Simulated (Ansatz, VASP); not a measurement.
# MnTlF3: VASP beside Ansatz

INCAR

```
PREC     = Accurate       # precision mode
ENCUT    = 520            # plane-wave cutoff, eV
EDIFF    = 1E-7           # SCF threshold, eV
ISMEAR   = -1             # smearing method
SIGMA    = 0.1            # smearing width, eV
LREAL    = False          # projectors in reciprocal space
LASPH    = True           # aspherical terms in the spheres
NELM     = 150            # most SCF steps
ALGO     = Normal         # electronic algorithm
ISIF     = 2              # what is computed and relaxed
LWAVE    = False          # write WAVECAR
LCHARG   = True           # write CHGCAR
ISPIN    = 2              # spin polarisation
MAGMOM   = 5 0 0 0 0      # initial moments
LORBIT   = 11             # projections on sites
LMAXMIX  = 4              # l up to which the mixer works
LELF     = True           # ELF
LVHAR    = True         
NBANDS   = 36             # bands
```

File KPOINTS:

```
regular mesh
0
Gamma
  6 6 6
```

The input POSCAR:

```
MnTlF3
1.0
    4.2832282900      0.0000000000      0.0000000000
    0.0000000000      4.2832282900      0.0000000000
    0.0000000000      0.0000000000      4.2832282900
Mn F Tl
1 3 1
Direct
    0.0000000000      0.0000000000      0.0000000000
    0.5000000000      0.0000000000      0.0000000000
    0.0000000000      0.5000000000      0.0000000000
    0.0000000000      0.0000000000      0.5000000000
    0.5000000000      0.5000000000      0.5000000000
```

Input for Ansatz:

```yaml
crystal:
  lattice:
    - [4.28322829, 0.0, 0.0]
    - [0.0, 4.28322829, 0.0]
    - [0.0, 0.0, 4.28322829]
  atoms:
    - { symbol: Mn, position: [0.0, 0.0, 0.0], spin: 5.0 }
    - { symbol: F, position: [0.5, 0.0, 0.0] }
    - { symbol: F, position: [0.0, 0.5, 0.0] }
    - { symbol: F, position: [0.0, 0.0, 0.5] }
    - { symbol: Tl, position: [0.5, 0.5, 0.5] }
kpoints:
  mp_grid: { grid: [6, 6, 6], shift: [0, 0, 0] }
  band_path:
    path:
      - [0.0, 0.0, 0.0]
      - [0.0, 0.5, 0.0]
      - [0.5, 0.5, 0.0]
      - [0.0, 0.0, 0.0]
      - [0.5, 0.5, 0.5]
      - [0.0, 0.5, 0.0]
      - [0.5, 0.5, 0.5]
      - [0.5, 0.5, 0.0]
    npoints: 8
magnetization:
  spin_polarized: true
scf:
  occupations: { method: fermi_dirac }
  lower_state_search: "off"
  max_iter: 200
hamiltonian:
  pseudopotentials: { kind: paw }
  xc: lda
basis:
  ecutwfc: 420
  fft_grid_basis: typed
output:
  forces: true
  stress: true
  eigenvalues: true
  bader: true
  populations: true
  elf: true
  write_potential: true
  volumetric_format: npy
  dos:
    e_range: [-12, 8]
    de: 0.05
    projected: { site_lists: { F: [F], Mn: [Mn], Tl: [Tl] } }
checkpoint:
  read: saved_state
```

Alike in both runs: task single point; functional LDA; k mesh 6 × 6 × 6; collinear spin.

|  | VASP | Ansatz |
| --- | --- | --- |
| version | VASP 6.6.1 | Ansatz 0.2.0 |
| potentials or method | VASP PAW LDA potentials, release 64 (Mn_pv, F, Tl_d), cutoff 520 eV | PAW plane waves |
| occupations | fermi-dirac, width 0.1 eV | fermi-dirac |
| valence electrons in the cell | 47 | 49 |

|  | VASP | Ansatz | Ansatz less VASP |
| --- | --- | --- | --- |
| pressure (GPa) | -7.0 | -6.9 | +0.06 |
| net moment per atom (μB) | 1.00 | 1.00 | 0.000 |
| size of the moment on the site where the two differ most (μB) | 4.53 | 4.18 | -0.356 |

LDA's correlation is that of Perdew and Zunger in VASP and of Perdew and Wang (1992) in Ansatz. Site moments also hang on the region over which each program counts them. VASP's potentials hold 47 valence electrons a cell and Ansatz's 49, so a difference there can come from the potentials and not from the codes. Ansatz's warnings: stability check not made.

Spin-orbit coupling is off throughout.
